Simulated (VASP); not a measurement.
W: single point with r2SCAN

The system is W.

```
W
1.0
     2.85573    0.00000    0.00000
     0.00000    4.94362    0.00000
     0.00000    0.00000    5.00443
W
4
Direct
  0.79317 0.56316 0.25000
  0.20683 0.06316 0.25000
  0.20683 0.43684 0.75000
  0.79317 0.93684 0.75000
```

```json
{
 "Program": "VASP 6.6.1",
 "Task": "single point",
 "Functional": "r2SCAN",
 "Potentials or basis": "VASP PAW PBE potentials, release 64 (W_sv)",
 "Cutoff": "520 eV",
 "k mesh": "8 × 5 × 5",
 "Occupations": "methfessel-paxton, width 0.1 eV",
 "Spin": "no spin polarisation"
}
```

- Pressure: -17.7 GPa
- Largest force: 0.386 eV/Å
- Band gap on the k mesh: zero (bands 28 and 29 overlap by 1.03 eV)

Forces on the atoms (eV/Å):
```
W    0.360 -0.139  0.000
W   -0.360 -0.139  0.000
W   -0.360  0.139  0.000
W    0.360  0.139  0.000
```

Stress tensor (GPa, compression positive):
```
-20.92   0.00   0.00
  0.00 -17.53   0.00
  0.00   0.00 -14.70
```

Levels at points of the mesh, in eV from the Fermi level:
```tsv
k point	band 25	band 26	band 27	band 28	band 29	band 30	band 31	band 32
(0.00, 0.00, 0.00)	-0.54	-0.50	-0.35	-0.30	-0.23	-0.10	0.62	1.64
(0.50, 0.00, 0.00)	-1.71	-1.60	-1.21	-1.11	0.17	0.25	0.47	2.78
```

It took 3.7 min on 1 thread of Intel(R) Xeon(R) Platinum 8488C (Sapphire Rapids), on a shared host, peak memory 0.24 GiB.

Caveat: the cell stands under tension; the PAW data sets were made with another functional, which shifts forces and pressure a little; spin-orbit coupling is left out, which moves the levels of the heavy elements.
